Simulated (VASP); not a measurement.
# Ge: single point with LDA

The system is Ge.

```
Ge
1.0
     0.00000    2.80048    2.82877
     2.82877    0.00000    2.82877
     2.82877    2.80048    0.00000
Ge
2
Cartesian
  2.8288 2.8005 2.8288
  4.2432 4.2007 4.2432
```

This cell differs from its parent crystal: strain -0.0100 x Voigt [0, 1, 0, 0, 0, 0].

| Property | Result |
| --- | --- |
| Program | VASP 6.6.1 |
| Task | single point |
| Functional | LDA |
| Potentials or basis | VASP PAW LDA potentials, release 64 (Ge_d) |
| Cutoff | 520 eV |
| k mesh | 14 × 14 × 14 |
| Occupations | gaussian, width 0.15 eV |
| Spin | no spin polarisation |

* Pressure: -0.4 GPa
* Band gap on the k mesh: 0.08 eV, direct

Stress tensor (GPa, compression positive):
```
-0.63  0.00  0.00
 0.00  0.09  0.00
 0.00  0.00 -0.63
```

Levels at points of the mesh, in eV from the valence-band top:
```
           k point  band 10  band 11  band 12  band 13  band 14  band 15  band 16  band 17  band 18  band 19
(0.00, 0.00, 0.00)   -24.66   -12.86    -0.03     0.00     0.00     0.08     2.53     2.57     2.57     6.26
(0.50, 0.00, 0.00)   -24.63   -10.74    -7.66    -1.44    -1.35     0.12     3.72     3.79     7.00    10.48
(0.50, 0.50, 0.00)   -24.62    -8.95    -8.95    -3.06    -3.06     0.71     0.71     9.51     9.51    11.54
(0.50, 0.00, 0.50)   -24.62    -8.90    -8.90    -3.13    -3.13     0.63     0.63     9.53     9.53    11.59
```

It took 70 s on 1 thread of Intel(R) Xeon(R) 6975P-C (Granite Rapids), with other jobs on the host, peak memory 0.28 GiB.

Caveat: the cell differs from its parent crystal (strain -0.0100 x Voigt [0, 1, 0, 0, 0, 0]). A k mesh can miss the band edges.
